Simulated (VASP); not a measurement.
Here is a VASP 6.6.1 calculation.

Contents of INCAR:

```
SYSTEM = Sr
PREC = Accurate
ENCUT = 520
EDIFF = 1E-6
ISMEAR = 0
SIGMA = 0.15
LREAL = .FALSE.
LASPH = .TRUE.
NELM = 60
ALGO = Fast
ISIF = 2
LWAVE = .FALSE.
LCHARG = .TRUE.
GGA = PE
LELF = .TRUE.
LVHAR = .TRUE.
NBANDS = 11
```

The input KPOINTS:

```
regular mesh
0
G
  14 14 14
  0 0 0
```

File POSCAR:

```
Sr
1.0
    0.0076058750      3.0423500000      3.0423500000
    3.0423500000      0.0076058750      3.0423500000
    3.0499558750      3.0499558750      0.0000000000
Sr
1
Direct
    0.0000000000      0.0000000000      0.0000000000
```

Potentials or basis: VASP PAW PBE potentials, release 64 (Sr_sv).

Run with:

```bash
$ cat potpaw_PBE.64/Sr_sv/POTCAR > POTCAR
$ mpirun -np 1 vasp_std > vasp.out
```

**Question.** What does it give for the pressure?

**Answer.** -0.3 GPa.

**Question.** Estimate the band gap on the k mesh.

**Answer.** Zero (band 5 reaches 1.57 eV, above the bottom of band 6 at 1.50 eV).

Stress tensor (GPa, compression positive):
```
-0.28 -0.05  0.00
-0.05 -0.28  0.00
 0.00  0.00 -0.28
```

Caveat: the cell differs from its parent crystal (strain +0.0050 x Voigt [0, 0, 0, 0, 0, 1]).
